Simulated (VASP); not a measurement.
# C (Fd-3m) in VASP: further runs

Runs on C. Level: PBE. Tasks: single point.

All numbers are computed with VASP 6.6.1; they aren't measurements. Logs are shortened: lines on timing, memory, paths and dates and some standing lists are left out, and cuts for length are marked.

### 1 The cell of the first run

It takes space group Fd-3m (No. 227, cubic). Conventional cell: a = 3.535 Å, b = 3.535 Å, c = 3.535 Å, α = 90.00°, β = 90.00°, γ = 90.00°. Within 2.0 Å of C (site symmetry -43m) lie 4 C at 1.53 Å.

### 2 Single point, PBE (volume changed by -3%)

INCAR

```
SYSTEM = C
PREC     = Accurate       ! precision mode
ENCUT    = 520            ! plane-wave cutoff, eV
EDIFF    = 1E-6           ! SCF threshold, eV
ISMEAR   = 0              ! smearing method
SIGMA    = 0.01           ! smearing width, eV
LREAL    = .FALSE.        ! projectors in reciprocal space
LASPH    = .TRUE.         ! aspherical terms in the spheres
NELM     = 100            ! most SCF steps
ALGO     = Normal         ! electronic algorithm
ISIF     = 2              ! what is computed and relaxed
LWAVE    = .FALSE.        ! write WAVECAR
LCHARG   = .FALSE.        ! write CHGCAR
GGA      = PE             ! functional
NBANDS   = 11             ! bands
```

KPOINTS

```
regular mesh
0
G
  10 10 10
  0 0 0
```

POSCAR

```
C
1.0
    0.0000000000      1.7677311380      1.7677311380
    1.7677311380      0.0000000000      1.7677311380
    1.7677311380      1.7677311380      0.0000000000
C
2
Direct
    0.0000000000      0.0000000000      0.0000000000
    0.2500000000      0.2500000000      0.2500000000
```

Potentials or basis: VASP PAW PBE potentials, release 64 (C).

Command:

```sh
$ cat potpaw_PBE.64/C/POTCAR > POTCAR
$ mpirun -np 1 vasp_std > vasp.out
```

OUTCAR:

```text
SYSTEM = C
   PREC = Accurate
   ENCUT = 520
   EDIFF = 1E-6
   ISMEAR = 0
   LREAL = .FALSE.
   LASPH = .TRUE.
   NELM = 100
   ISIF = 2
   GGA = PE

 ion  position               nearest neighbor table
   1  0.000  0.000  0.000-   2 1.53   2 1.53   2 1.53   2 1.53
   2  0.250  0.250  0.250-   1 1.53   1 1.53   1 1.53   1 1.53

  LATTYP: Found a face centered cubic cell.
 ALAT       =     3.5354622760

  Lattice vectors:

 A1 = (   0.0000000000,   1.7677311380,   1.7677311380)
 A2 = (   1.7677311380,   0.0000000000,   1.7677311380)
 A3 = (   1.7677311380,   1.7677311380,   0.0000000000)

Analysis of symmetry for initial positions (statically):
=====================================================================
 Subroutine PRICEL returns:
 Original cell was already a primitive cell.

 Routine SETGRP: Setting up the symmetry group for a
 face centered cubic supercell.

 Subroutine GETGRP returns: Found 48 space group operations
 (whereof 24 operations were pure point group operations)
 out of a pool of 48 trial point group operations.

The static configuration has the point symmetry T_d .
 The point group associated with its full space group is O_h .

Analysis of symmetry for dynamics (positions and initial velocities):
=====================================================================
 Subroutine PRICEL returns:
 Original cell was already a primitive cell.

 Routine SETGRP: Setting up the symmetry group for a
 face centered cubic supercell.

 Subroutine GETGRP returns: Found 48 space group operations
 (whereof 24 operations were pure point group operations)
 out of a pool of 48 trial point group operations.

The dynamic configuration has the point symmetry T_d .
 The point group associated with its full space group is O_h .

 Subroutine INISYM returns: Found 48 space group operations
 (whereof 24 operations are pure point group operations),
 and found     1 'primitive' translations

----------------------------------------------------------------------------------------

                                     Primitive cell

  volume of cell :      11.0479

  direct lattice vectors                    reciprocal lattice vectors
[... 85 lines left out ...]
   ENCUT  =  520.0 eV  38.22 Ry    6.18 a.u.   4.65  4.65  4.65*2*pi/ulx,y,z
   NELM   =    100;   NELMIN=  2; NELMDL= -5     # of ELM steps
   EDIFF  = 0.1E-05   stopping-criterion for ELM
   LREAL  =      F    real-space projection
   EDIFFG = 0.1E-04   stopping-criterion for IOM
   NSW    =      0    number of steps for IOM
   IBRION =     -1    ionic relax: 0-MD 1-quasi-New 2-CG
   NFREE  =      0    steps in history (QN), initial steepest desc. (CG)
   ISIF   =      2    stress and relaxation
   ISYM   =      2    0-nonsym 1-usesym 2-fastsym
   POTIM  = 0.5000    time-step for ionic-motion
   TEBEG  =    0.0;   TEEND  =   0.0 temperature during run
   PSTRESS=    0.0 pullay stress
   NELECT =       8.0000    total number of electrons
   NUPDOWN=      -1.0000    fix difference up-down
   EMIN   =  10.00;   EMAX   =-10.00  energy-range for DOS
   EFERMI =   0.00;   METHOD = LEGACY
   ISMEAR =     0;   SIGMA  =   0.01  broadening in eV -4-tet -1-fermi 0-gaus
   EFERMI_NEDOS =   21; number of points for ismear=-14 and -15
   IALGO  =     38    algorithm
   IMIX   =      4    mixing-type and parameters
     AMIX     =   0.40;   BMIX     =  1.00
     AMIX_MAG =   1.60;   BMIX_MAG =  1.00
  volume/ion in A,a.u.               =       5.52        37.28
  Fermi-wavevector in a.u.,A,eV,Ry     =   1.470095  2.778076 29.404614  2.161178
  Thomas-Fermi vector in A             =   2.585393
   LORBIT       =      0    0 simple, 1 ext, 2 COOP (PROOUT), +10 PAW based schemes
   GGA     = PE    functional components
   LHFCALC =     F    Hartree Fock is set to
   AEXX    =    0.0000 exact exchange contribution
   IVDW    =     0    specifies the selected vdW correction
   LEPSILON=     F    determine dielectric tensor
   LRPA    =     F    only Hartree local field effects (RPA)
 non-spin polarized calculation
 Gauss-broadening in eV      SIGMA  =   0.01
  energy-cutoff  :      520.00
  volume of cell :       11.05
 maximum number of plane-waves:       307
   NGX =  9   NGY =  9   NGZ =  9

 number of electron       7.9999999 magnetization

 Free energy of the ion-electron system (eV)
  ---------------------------------------------------
  ext. energy  EPLUGINS =         0.00000000
  ---------------------------------------------------
  free energy    TOTEN  =       -18.16906247 eV

  energy without entropy =      -18.16906247  energy(sigma->0) =      -18.16906247

 E-fermi :  10.3080     XC(G=0): -13.3840

 val. band max:       10.1161530021   @ k =   0.0000   0.0000   0.0000
 cond. band min:      14.3420623399   @ k =   0.4000   0.4000   0.0000
 fundamental gap:      4.2259093378
 Fermi energy:        10.3080232664

 k-point     1 :       0.0000    0.0000    0.0000
  band No.  band energies     occupation
      1     -11.7197      2.00000
      2      10.1162      2.00000
      3      10.1162      2.00000
      4      10.1162      2.00000
      5      15.7789      0.00000
      6      15.7789      0.00000
      7      15.7789      0.00000
      8      24.0591      0.00000
      9      29.7517      0.00000
     10      36.9428      0.00000
     11      36.9428      0.00000
[... 309 lines left out ...]
 k-point    24 :       0.4000    0.3000    0.0000
  band No.  band energies     occupation
      1      -7.0417      2.00000
      2       1.9624      2.00000
      3       3.9842      2.00000
      4       4.6196      2.00000
      5      14.9786      0.00000
      6      18.2365      0.00000
      7      24.5066      0.00000
      8      24.5883      0.00000
      9      32.3767      0.00000
     10      33.4343      0.00000
     11      41.2885      0.00000

 [... further k-points ...]
[... 5 lines left out ...]
  --------------------------------------------------------------------------------------
  -------------------------------------------------------------------------------------
  Total        1.0176810      1.0176810      1.0176810     -0.0000000      0.0000000      0.0000000
  in kB      147.5854736    147.5854736    147.5854736     -0.0000000      0.0000000      0.0000000
  external PRESSURE =     147.5854736 kB  Pullay stress =       0.0000000 kB

 VOLUME and BASIS-vectors are now :
 -----------------------------------------------------------------------------
  energy-cutoff  :      520.00
  volume of cell :       11.05
      direct lattice vectors                 reciprocal lattice vectors
     0.000000000  1.767731138  1.767731138    -0.282848443  0.282848443  0.282848443
     1.767731138  0.000000000  1.767731138     0.282848443 -0.282848443  0.282848443
     1.767731138  1.767731138  0.000000000     0.282848443  0.282848443 -0.282848443

 POSITION                                       TOTAL-FORCE (eV/Angst)
 -----------------------------------------------------------------------------------
      0.00000      0.00000      0.00000        -0.000000     -0.000000     -0.000000
      0.88387      0.88387      0.88387         0.000000      0.000000      0.000000
 -----------------------------------------------------------------------------------
    total drift:                                0.000000      0.000000      0.000000

  FREE ENERGIE OF THE ION-ELECTRON SYSTEM (eV)
  ---------------------------------------------------
  free  energy   TOTEN  =       -18.1690624723 eV

  energy  without entropy=      -18.1690624723  energy(sigma->0) =      -18.16906247
```

stdout:

```text
POSCAR found type information on POSCAR C
 POSCAR found :  1 types and       2 ions
 scaLAPACK will be used
 LDA part: xc-table for (Slater+PW92), standard interpolation
 POSCAR, INCAR and KPOINTS ok, starting setup
 FFT: planning ... GRIDC
 FFT: planning ... GRID_SOFT
 FFT: planning ... GRID
 WAVECAR not read
 entering main loop
```

Wall time 4.6 s (1 thread of AMD EPYC 9R45 (Zen 5), shared host); peak memory 0.08 GiB.

Results:

```
Free energy            : -18.1691 eV
Pressure               : 14.8 GPa
Band gap on the k mesh : 4.23 eV, indirect (least direct gap 5.66 eV)
```

Levels at points of the mesh, in eV from the valence-band top:
```tsv
k point	band 1	band 2	band 3	band 4	band 5	band 6	band 7	band 8
(0.00, 0.00, 0.00)	-21.84	0.00	0.00	0.00	5.66	5.66	5.66	13.94
(0.50, 0.00, 0.00)	-15.91	-13.67	-2.87	-2.87	8.57	8.57	9.21	15.94
(0.50, 0.50, 0.00)	-12.95	-12.95	-6.46	-6.46	4.81	4.81	17.21	17.21
```

Caveat: the cell differs from its parent crystal (volume changed by -3%). A k mesh can miss the band edges.

### 3 Single point, PBE (volume changed by +3%)

INCAR, as its differences from that of step 2:

```diff
@@ -8,3 +8,3 @@
 LASPH    = .TRUE.         ! aspherical terms in the spheres
-NELM     = 100            ! most SCF steps
+NELM     = 80             ! most SCF steps
 ALGO     = Normal         ! electronic algorithm
```

KPOINTS is that of step 2.

POSCAR

```
C
1.0
    0.0000000000      1.8034525023      1.8034525023
    1.8034525023      0.0000000000      1.8034525023
    1.8034525023      1.8034525023      0.0000000000
C
2
Direct
    0.0000000000      0.0000000000      0.0000000000
    0.2500000000      0.2500000000      0.2500000000
```

Potentials or basis: VASP PAW PBE potentials, release 64 (C).

Command:

```sh
$ cat potpaw_PBE.64/C/POTCAR > POTCAR
$ mpirun -np 1 vasp_std > vasp.out
```

Wall time 4.7 s (1 thread of AMD EPYC 9R45 (Zen 5), shared host); peak memory 0.09 GiB.

The run converged. Its results:

```
Free energy            : -18.1743 eV
Pressure               : -11.5 GPa
Band gap on the k mesh : 4.10 eV, indirect (least direct gap 5.50 eV)
```

Levels at points of the mesh, in eV from the valence-band top:
| k point | band 2 | band 3 | band 4 | band 5 | band 6 | band 7 |
| --- | --- | --- | --- | --- | --- | --- |
| (0.00, 0.00, 0.00) | 0.00 | 0.00 | 0.00 | 5.50 | 5.50 | 5.50 |
| (0.50, 0.00, 0.00) | -13.01 | -2.71 | -2.71 | 8.32 | 8.32 | 8.40 |
| (0.50, 0.50, 0.00) | -12.53 | -6.10 | -6.10 | 4.69 | 4.69 | 16.30 |

Caveat: the cell differs from its parent crystal (volume changed by +3%). A k mesh can miss the band edges.

### 4 Single point, PBE (volume changed by +6%)

INCAR

```
ALGO = Normal
EDIFF = 1E-6
ENCUT = 520
GGA = PE
ISIF = 2
ISMEAR = 0
LASPH = T
LCHARG = F
LREAL = F
LWAVE = F
NBANDS = 11
NELM = 80
PREC = Accurate
SIGMA = 0.01
```

KPOINTS

```
k-points
0
Gamma
  10 10 10
```

POSCAR

```
C
1.0
    0.0000000000      1.8207944556      1.8207944556
    1.8207944556      0.0000000000      1.8207944556
    1.8207944556      1.8207944556      0.0000000000
C
2
Direct
    0.0000000000      0.0000000000      0.0000000000
    0.2500000000      0.2500000000      0.2500000000
```

Command:

```sh
$ cat potpaw_PBE.64/C/POTCAR > POTCAR
$ mpirun -np 1 vasp_std > vasp.out
```

Wall time 4.6 s (1 thread of AMD EPYC 9R45 (Zen 5), shared host); peak memory 0.09 GiB.

The run converged. Its results:

```yaml
Free_energy: -18.1385 eV
Pressure: -22.2 GPa
Band_gap_on_the_k_mesh: 4.04 eV, indirect (least direct gap 5.42 eV)
```

Levels at points of the mesh, in eV from the valence-band top:
```
           k point  band 1  band 2  band 3  band 4  band 5  band 6  band 7  band 8
(0.00, 0.00, 0.00)  -20.66    0.00    0.00    0.00    5.42    5.42    5.42   11.93
(0.50, 0.00, 0.00)  -15.23  -12.70   -2.64   -2.64    8.02    8.20    8.20   15.11
(0.50, 0.50, 0.00)  -12.34  -12.34   -5.93   -5.93    4.63    4.63   15.88   15.88
```

Caveat: the cell differs from its parent crystal (volume changed by +6%). A k mesh can miss the band edges.

### 5 Single point, PBE

This run uses another cell than the first one, of 5.64 Å³/atom, 1.021 times its volume.

INCAR

```
SYSTEM = C
ALGO = Normal ; EDIFF = 1E-6
ENCUT = 520 ; GGA = PE
ISIF = 2 ; ISMEAR = 0
LASPH = .True. ; LCHARG = .False.
LREAL = .False. ; LWAVE = .False.
NBANDS = 11 ; NELM = 80
PREC = Accurate ; SIGMA = 0.01
```

KPOINTS

```
k-points
0
Gamma
  12 12 12
  0 0 0
```

POSCAR

```
C
1.0
    0.0000000000      1.7801241423      1.7801241423
    1.7801241423      0.0000000000      1.7801241423
    1.7801241423      1.7801241423      0.0000000000
C
2
Direct
    0.0000000000      0.0000000000      0.0000000000
    0.2500000000      0.2500000000      0.2500000000
```

Potentials or basis: VASP PAW PBE potentials, release 64 (C).

Command:

```sh
$ cat potpaw_PBE.64/C/POTCAR > POTCAR
$ mpirun -np 1 vasp_std > vasp.out
```

OUTCAR:

```text
SYSTEM = C
   EDIFF = 1E-6
   ENCUT = 520
   GGA = PE
   ISIF = 2
   ISMEAR = 0
   LASPH = .True.
   LREAL = .False.
   NELM = 80
   PREC = Accurate

 ion  position               nearest neighbor table
   1  0.000  0.000  0.000-   2 1.54   2 1.54   2 1.54   2 1.54
   2  0.250  0.250  0.250-   1 1.54   1 1.54   1 1.54   1 1.54

  LATTYP: Found a face centered cubic cell.
 ALAT       =     3.5602482846

  Lattice vectors:

 A1 = (   0.0000000000,   1.7801241423,   1.7801241423)
 A2 = (   1.7801241423,   0.0000000000,   1.7801241423)
 A3 = (   1.7801241423,   1.7801241423,   0.0000000000)

Analysis of symmetry for initial positions (statically):
=====================================================================
 Subroutine PRICEL returns:
 Original cell was already a primitive cell.

 Routine SETGRP: Setting up the symmetry group for a
 face centered cubic supercell.

 Subroutine GETGRP returns: Found 48 space group operations
 (whereof 24 operations were pure point group operations)
 out of a pool of 48 trial point group operations.

The static configuration has the point symmetry T_d .
 The point group associated with its full space group is O_h .

[... 165 lines left out ...]
 fundamental gap:      4.1654174098
 Fermi energy:         9.9034942581

 k-point     1 :       0.0000    0.0000    0.0000
  band No.  band energies     occupation
      1     -11.7417      2.00000
      2       9.8093      2.00000
      3       9.8093      2.00000
      4       9.8093      2.00000
      5      15.4142      0.00000
      6      15.4142      0.00000
      7      15.4142      0.00000
      8      23.2668      0.00000
      9      29.1732      0.00000
     10      36.4038      0.00000
     11      36.4038      0.00000
[... 309 lines left out ...]
 k-point    24 :      -0.4167    0.1667    0.0000
  band No.  band energies     occupation
      1      -5.5273      2.00000
      2      -2.7725      2.00000
      3       4.3125      2.00000
      4       6.2029      2.00000
      5      17.3685      0.00000
      6      20.0756      0.00000
      7      21.0856      0.00000
      8      25.3172      0.00000
      9      29.3212      0.00000
     10      34.0578      0.00000
     11      34.4874      0.00000

 [... further k-points ...]
[... 5 lines left out ...]
  --------------------------------------------------------------------------------------
  -------------------------------------------------------------------------------------
  Total        0.3453100      0.3453100      0.3453100      0.0000000      0.0000000     -0.0000000
  in kB       49.0386957     49.0386957     49.0386957      0.0000000      0.0000000     -0.0000000
  external PRESSURE =      49.0386957 kB  Pullay stress =       0.0000000 kB

 VOLUME and BASIS-vectors are now :
 -----------------------------------------------------------------------------
  energy-cutoff  :      520.00
  volume of cell :       11.28
      direct lattice vectors                 reciprocal lattice vectors
     0.000000000  1.780124142  1.780124142    -0.280879287  0.280879287  0.280879287
     1.780124142  0.000000000  1.780124142     0.280879287 -0.280879287  0.280879287
     1.780124142  1.780124142  0.000000000     0.280879287  0.280879287 -0.280879287

 POSITION                                       TOTAL-FORCE (eV/Angst)
 -----------------------------------------------------------------------------------
      0.00000      0.00000      0.00000         0.000000      0.000000      0.000000
      0.89006      0.89006      0.89006        -0.000000     -0.000000     -0.000000
 -----------------------------------------------------------------------------------
    total drift:                                0.000000      0.000000      0.000000

  FREE ENERGIE OF THE ION-ELECTRON SYSTEM (eV)
  ---------------------------------------------------
  free  energy   TOTEN  =       -18.1837490871 eV

  energy  without entropy=      -18.1837490871  energy(sigma->0) =      -18.18374909
```

OSZICAR:

```text
N       E                     dE             d eps       ncg     rms          rms(c)
DAV:   1     0.610691794714E+00    0.61069E+00   -0.48464E+03  1643   0.724E+02
DAV:   2    -0.184716850256E+02   -0.19082E+02   -0.18628E+02  2066   0.123E+02
DAV:   3    -0.188326602732E+02   -0.36098E+00   -0.36018E+00  1827   0.130E+01
DAV:   4    -0.188332602502E+02   -0.59998E-03   -0.59996E-03  1721   0.670E-01
DAV:   5    -0.188332609473E+02   -0.69718E-06   -0.69719E-06  1788   0.213E-02    0.560E+00
DAV:   6    -0.183458706969E+02    0.48739E+00   -0.25420E-01  1617   0.356E+00    0.335E+00
DAV:   7    -0.181818565568E+02    0.16401E+00   -0.31095E-01  1689   0.398E+00    0.767E-01
DAV:   8    -0.181836876808E+02   -0.18311E-02   -0.87066E-03  1656   0.698E-01    0.438E-02
DAV:   9    -0.181837283588E+02   -0.40678E-04   -0.62004E-05  1876   0.634E-02    0.247E-02
DAV:  10    -0.181837490087E+02   -0.20650E-04   -0.15404E-05  1674   0.346E-02    0.537E-03
DAV:  11    -0.181837490871E+02   -0.78489E-07   -0.25129E-07  1425   0.460E-03
   1 F= -.18183749E+02 E0= -.18183749E+02  d E =-.294852E-43
```

It took 6.5 s on 1 thread of AMD EPYC 9R45 (Zen 5), shared host; peak memory 0.09 GiB.

What came out:

```yaml
Free_energy: -18.1837 eV
Pressure: 4.9 GPa
Band_gap_on_the_k_mesh: 4.17 eV, indirect (least direct gap 5.60 eV)
```

### 6 Summary

| cell | k mesh | gap on the mesh (eV) | pressure (GPa) |
| --- | --- | --- | --- |
| a = 2.500 Å, angles 60.0°, 2 atoms | 10 × 10 × 10 | 4.23 | 14.8 |
| a = 2.550 Å, angles 60.0°, 2 atoms | 10 × 10 × 10 | 4.10 | -11.5 |
| a = 2.575 Å, angles 60.0°, 2 atoms | 10 × 10 × 10 | 4.04 | -22.2 |
| a = 2.517 Å, angles 60.0°, 2 atoms | 12 × 12 × 12 | 4.17 | 4.9 |

Alike in all rows: task single point; level PBE; potentials or basis VASP PAW PBE potentials, release 64 (C); no spin polarisation; cutoff (eV) 520; smearing gaussian 0.01 eV.

Total energies depend on the potentials used, so only differences within one code and one set of settings carry meaning.
